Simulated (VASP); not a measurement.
# H17O8F in VASP: notebook, part 3 of 3

VASP 6.6.1.

### 5 Single point, PBEsol

Contents of INCAR:

```
SYSTEM = H17O8F
  PREC = Accurate
  ENCUT = 520
  EDIFF = 1E-6
  ISMEAR = -1
  SIGMA = 0.05
  LREAL = Auto
  LASPH = .TRUE.
  NELM = 80
  ALGO = Normal
  ISIF = 2
  LWAVE = .FALSE.
  LCHARG = .FALSE.
  GGA = PS
  NBANDS = 55
```

Contents of KPOINTS:

```
regular mesh
0
G
  1 1 1
  0 0 0
```

Contents of POSCAR:

```
H17O8F
1.0
    6.4950650000      0.0000000000      0.0000000000
    0.0000000000      6.4950650000      0.0000000000
    0.0000000000      0.0000000000      6.4950650000
O H F
8 17 1
Direct
   -0.0265586257      0.8744639199      0.8564194508
    0.5852597318      0.2567795703      0.0150575860
    0.0845257130      0.5721266839      0.2059101795
    0.9311377176      0.3494653248      0.5260609401
    0.4750837751      0.0634635681      0.6537732879
    0.6802087431      0.5932196214      0.7638414704
    0.4243837437      0.3417671725      0.3684335723
    0.2303749077      0.5245521022      0.7978211150
    0.0672202665      0.7712009041      0.7963738623
   -0.0293145642      0.9880270636      0.7519863158
    0.6974833970      0.1663570726      0.0614928411
    0.5251679544      0.1800135949     -0.1126393654
    0.0849568095      0.7173754227      0.2298822260
    0.1413842664      0.5477543335      0.0658653916
    0.8140488201      0.4232290208      0.5981926278
    0.9648402287      0.4303267173      0.3965934136
    0.4462926853      0.1708989825      0.5520037136
    0.5970225086     -0.0137796927      0.6070608993
    0.7809929539      0.7027643295      0.8144799167
    0.6286311222      0.5215652191      0.8896446764
    0.3029376919      0.4173322361      0.3225371878
    0.4715272287      0.2916675969      0.2308214006
    0.3645537035      0.5619959154      0.7373752226
    0.1571808750      0.4346838715      0.6939422469
    0.8470584975      0.1831082522      0.4434597652
    0.7848420301      0.0669585293      0.3596884712
```

Potentials or basis: VASP PAW PBE potentials, release 64 (O, H, F).

On the command line:

```bash
> cat potpaw_PBE.64/O/POTCAR potpaw_PBE.64/H/POTCAR potpaw_PBE.64/F/POTCAR > POTCAR
> mpirun -np 1 vasp_gam > vasp.out
```

OUTCAR:

```text
SYSTEM = H17O8F
   PREC = Accurate
   ENCUT = 520
   EDIFF = 1E-6
   ISMEAR = -1
   LREAL = Auto
   LASPH = .TRUE.
   NELM = 80
   ISIF = 2
   GGA = PS

 ion  position               nearest neighbor table
   1  0.973  0.874  0.856-   9 0.99  10 1.00
   2  0.585  0.257  0.015-  11 0.98  12 1.04
   3  0.085  0.572  0.206-  13 0.96  14 0.99
   4  0.931  0.349  0.526-  15 1.01  16 1.02  25 1.32
   5  0.475  0.063  0.654-  17 0.98  18 0.99
   6  0.680  0.593  0.764-  20 1.00  19 1.02
   7  0.424  0.342  0.368-  21 0.98  22 1.00
   8  0.230  0.525  0.798-  23 0.99  24 1.01
   9  0.067  0.771  0.796-   1 0.99
  10  0.971  0.988  0.752-   1 1.00
  11  0.697  0.166  0.061-   2 0.98
  12  0.525  0.180  0.887-   2 1.04
  13  0.085  0.717  0.230-   3 0.96
  14  0.141  0.548  0.066-   3 0.99
[... 8 lines left out ...]
  23  0.365  0.562  0.737-   8 0.99
  24  0.157  0.435  0.694-   8 1.01
  25  0.847  0.183  0.443-  26 1.01   4 1.32
  26  0.785  0.067  0.360-  25 1.01

  LATTYP: Found a simple cubic cell.
 ALAT       =     6.4950650000

  Lattice vectors:

 A1 = (   6.4950650000,   0.0000000000,   0.0000000000)
 A2 = (   0.0000000000,   6.4950650000,   0.0000000000)
 A3 = (   0.0000000000,   0.0000000000,   6.4950650000)

Analysis of symmetry for initial positions (statically):
=====================================================================
 Subroutine PRICEL returns:
 Original cell was already a primitive cell.

 Routine SETGRP: Setting up the symmetry group for a
 simple cubic supercell.

 Subroutine GETGRP returns: Found  1 space group operations
 (whereof  1 operations were pure point group operations)
 out of a pool of 48 trial point group operations.

The static configuration has the point symmetry C_1 .

Analysis of symmetry for dynamics (positions and initial velocities):
=====================================================================
 Subroutine PRICEL returns:
 Original cell was already a primitive cell.

 Routine SETGRP: Setting up the symmetry group for a
 simple cubic supercell.

 Subroutine GETGRP returns: Found  1 space group operations
 (whereof  1 operations were pure point group operations)
 out of a pool of 48 trial point group operations.

The dynamic configuration has the point symmetry C_1 .

 Subroutine INISYM returns: Found  1 space group operations
 (whereof  1 operations are pure point group operations),
 and found     1 'primitive' translations

----------------------------------------------------------------------------------------

                                     Primitive cell

  volume of cell :     274.0000

  direct lattice vectors                    reciprocal lattice vectors
     6.495065000  0.000000000  0.000000000     0.153963047  0.000000000  0.000000000
     0.000000000  6.495065000  0.000000000     0.000000000  0.153963047  0.000000000
     0.000000000  0.000000000  6.495065000     0.000000000  0.000000000  0.153963047

  length of vectors
     6.495065000  6.495065000  6.495065000     0.153963047  0.153963047  0.153963047

  position of ions in fractional coordinates (direct lattice)
     0.973441374  0.874463920  0.856419451
     0.585259732  0.256779570  0.015057586
     0.084525713  0.572126684  0.205910180
     0.931137718  0.349465325  0.526060940
     0.475083775  0.063463568  0.653773288
     0.680208743  0.593219621  0.763841470
[... 18 lines left out ...]
     0.847058498  0.183108252  0.443459765
     0.784842030  0.066958529  0.359688471

  ion indices of the primitive-cell ions
   primitive index   ion index
                 1           1
                 2           2
                 3           3
                 4           4
                 5           5
                 6           6
[... 18 lines left out ...]
                25          25
                26          26

----------------------------------------------------------------------------------------

 KPOINTS: regular mesh

Automatic generation of k-mesh.
 Grid dimensions read from file:
 generate k-points for:    1    1    1

 Generating k-lattice:

  Cartesian coordinates                     Fractional coordinates (reciprocal lattice)
     0.153963047  0.000000000  0.000000000     1.000000000  0.000000000  0.000000000
     0.000000000  0.153963047  0.000000000     0.000000000  1.000000000  0.000000000
     0.000000000  0.000000000  0.153963047     0.000000000  0.000000000  1.000000000

  Length of vectors
     0.153963047  0.153963047  0.153963047

  Shift w.r.t. Gamma in fractional coordinates (k-lattice)
     0.000000000  0.000000000  0.000000000

 Subroutine IBZKPT returns following result:
 ===========================================

 Found      1 irreducible k-points:

 Following reciprocal coordinates:
            Coordinates               Weight
  0.000000  0.000000  0.000000      1.000000
   k-points           NKPTS =      1   k-points in BZ     NKDIM =      1   number of bands    NBANDS=     55
   number of dos      NEDOS =    301   number of ions     NIONS =     26
   total plane-waves  NPLWV = 110592
   dimension x,y,z NGX =    48 NGY =   48 NGZ =   48
   dimension x,y,z NGXF=    96 NGYF=   96 NGZF=   96
   ions per type =               8  17   1
   NGX,Y,Z   is equivalent  to a cutoff of  12.29, 12.29, 12.29 a.u.
   NGXF,Y,Z  is equivalent  to a cutoff of  24.57, 24.57, 24.57 a.u.
 SYSTEM =  H17O8F
   PREC   = accura    normal or accurate (medium, high low for compatibility)
   ISTART =      0    job   : 0-new  1-cont  2-samecut
   ICHARG =      2    charge: 1-file 2-atom 10-const
   ISPIN  =      1    spin polarized calculation?
   LNONCOLLINEAR =      F non collinear calculations
   LSORBIT =      F    spin-orbit coupling
   LASPH  =      T    aspherical Exc in radial PAW
   ENCUT  =  520.0 eV  38.22 Ry    6.18 a.u.  12.08 12.08 12.08*2*pi/ulx,y,z
   NELM   =     80;   NELMIN=  2; NELMDL= -5     # of ELM steps
   EDIFF  = 0.1E-05   stopping-criterion for ELM
   LREAL  =      T    real-space projection
   EDIFFG = 0.1E-04   stopping-criterion for IOM
   NSW    =      0    number of steps for IOM
   IBRION =     -1    ionic relax: 0-MD 1-quasi-New 2-CG
   NFREE  =      0    steps in history (QN), initial steepest desc. (CG)
   ISIF   =      2    stress and relaxation
   ISYM   =      2    0-nonsym 1-usesym 2-fastsym
   POTIM  = 0.5000    time-step for ionic-motion
   TEBEG  =    0.0;   TEEND  =   0.0 temperature during run
   PSTRESS=    0.0 pullay stress
   NELECT =      72.0000    total number of electrons
   NUPDOWN=      -1.0000    fix difference up-down
   EMIN   =  10.00;   EMAX   =-10.00  energy-range for DOS
   EFERMI =   0.00;   METHOD = LEGACY
   ISMEAR =    -1;   SIGMA  =   0.05  broadening in eV -4-tet -1-fermi 0-gaus
   EFERMI_NEDOS =   21; number of points for ismear=-14 and -15
   IALGO  =     38    algorithm
   IMIX   =      4    mixing-type and parameters
     AMIX     =   0.40;   BMIX     =  1.00
     AMIX_MAG =   1.60;   BMIX_MAG =  1.00
  volume/ion in A,a.u.               =      10.54        71.12
  Fermi-wavevector in a.u.,A,eV,Ry     =   1.048581  1.981532 14.959919  1.099523
  Thomas-Fermi vector in A             =   2.183509
   LORBIT       =      0    0 simple, 1 ext, 2 COOP (PROOUT), +10 PAW based schemes
   GGA     = PS    functional components
   LHFCALC =     F    Hartree Fock is set to
   AEXX    =    0.0000 exact exchange contribution
   IVDW    =     0    specifies the selected vdW correction
   LEPSILON=     F    determine dielectric tensor
   LRPA    =     F    only Hartree local field effects (RPA)
 non-spin polarized calculation
  energy-cutoff  :      520.00
  volume of cell :      274.00
 maximum number of plane-waves:      3625
   NGX = 25   NGY = 25   NGZ = 25

 number of electron      72.0000018 magnetization

 Free energy of the ion-electron system (eV)
  ---------------------------------------------------
  ext. energy  EPLUGINS =         0.00000000
  ---------------------------------------------------
  free energy    TOTEN  =      -126.92314195 eV

  energy without entropy =     -126.92314195  energy(sigma->0) =     -126.92314195

 E-fermi :  -2.3612     XC(G=0):  -6.6288

 val. band max:       -3.5849756878   @ k =   0.0000   0.0000   0.0000
 cond. band min:       0.9015414904   @ k =   0.0000   0.0000   0.0000
 fundamental gap:      4.4865171783
 Fermi energy:        -2.3612165817

 k-point     1 :       0.0000    0.0000    0.0000
  band No.  band energies     occupation
      1     -25.3947      2.00000
      2     -23.0920      2.00000
      3     -22.6927      2.00000
      4     -22.5897      2.00000
      5     -22.2312      2.00000
      6     -22.0936      2.00000
[... 40 lines left out ...]
     47       6.7046      0.00000
     48       6.8712      0.00000
 [bands above 48 left out]

------------------------ aborting loop because EDIFF is reached ----------------------------------------

  FORCE on cell =-STRESS in cart. coord.  units (eV):
  Direction    XX          YY          ZZ          XY          YZ          ZX
  --------------------------------------------------------------------------------------
  -------------------------------------------------------------------------------------
  Total       -0.5811122     -0.0521956     -3.0315685     -0.5570228     -0.0768823     -0.0720874
  in kB       -3.3979742     -0.3052067    -17.7266823     -3.2571145     -0.4495587     -0.4215210
  external PRESSURE =      -7.1432877 kB  Pullay stress =       0.0000000 kB

 VOLUME and BASIS-vectors are now :
 -----------------------------------------------------------------------------
  energy-cutoff  :      520.00
  volume of cell :      274.00
      direct lattice vectors                 reciprocal lattice vectors
     6.495065000  0.000000000  0.000000000     0.153963047  0.000000000  0.000000000
     0.000000000  6.495065000  0.000000000     0.000000000  0.153963047  0.000000000
     0.000000000  0.000000000  6.495065000     0.000000000  0.000000000  0.153963047

 POSITION                                       TOTAL-FORCE (eV/Angst)
 -----------------------------------------------------------------------------------
      6.32256      5.67970      5.56250        -0.375003      0.806741     -0.925480
      3.80130      1.66780      0.09780        -0.272472     -0.825916     -1.186647
      0.54900      3.71600      1.33740         0.077955     -1.222695     -0.005561
      6.04780      2.26980      3.41680         0.088829      0.735395      0.058939
      3.08570      0.41220      4.24630         0.314417     -0.964904      1.547073
      4.41800      3.85300      4.96120         0.098975      0.220906      0.437950
[... 18 lines left out ...]
      5.50170      1.18930      2.88030         0.201238      0.341395     -0.058812
      5.09760      0.43490      2.33620        -0.193123     -1.090231     -0.427109
 -----------------------------------------------------------------------------------
    total drift:                                0.002834     -0.001921      0.001445

  FREE ENERGIE OF THE ION-ELECTRON SYSTEM (eV)
  ---------------------------------------------------
  free  energy   TOTEN  =      -126.9231419468 eV

  energy  without entropy=     -126.9231419468  energy(sigma->0) =     -126.92314195
```

Run time: 15 s. Hardware: 1 thread of Intel Xeon 6975P-C (Granite Rapids), shared host; peak memory 0.3 GiB.

What came out:

```yaml
Free_energy: -126.9231 eV
Pressure: -0.7 GPa
Largest_force: 1.850 eV/Å
Band_gap_on_the_k_mesh: 4.49 eV
```

Forces in eV/Å, atoms in the order of the input:
```
O   -0.375  0.807 -0.925
O   -0.272 -0.826 -1.187
O    0.078 -1.223 -0.006
O    0.089  0.735  0.059
O    0.314 -0.965  1.547
O    0.099  0.221  0.438
O   -0.296  0.102  0.084
O   -0.491 -0.265 -0.638
H    0.560 -0.211  0.113
H    0.089 -0.779  0.786
H   -0.091  0.157  0.230
H    0.405  0.429  0.558
H   -0.055  1.008 -0.023
H   -0.108  0.085 -0.110
H    0.136  0.378  0.210
H    0.022 -0.044  0.331
H    0.006  0.627 -1.053
H   -0.527  0.352 -0.202
H   -0.585 -0.310 -0.255
H    0.547 -0.241 -0.337
H   -0.447  0.479  0.324
H    0.591 -0.266 -0.134
H   -0.019 -0.013  0.061
H    0.323  0.510  0.614
H    0.201  0.341 -0.059
F   -0.193 -1.090 -0.427
```

Caveat: the k points lie up to 0.97 Å⁻¹ apart; the PAW data sets were made with another functional, which shifts forces and pressure a little.
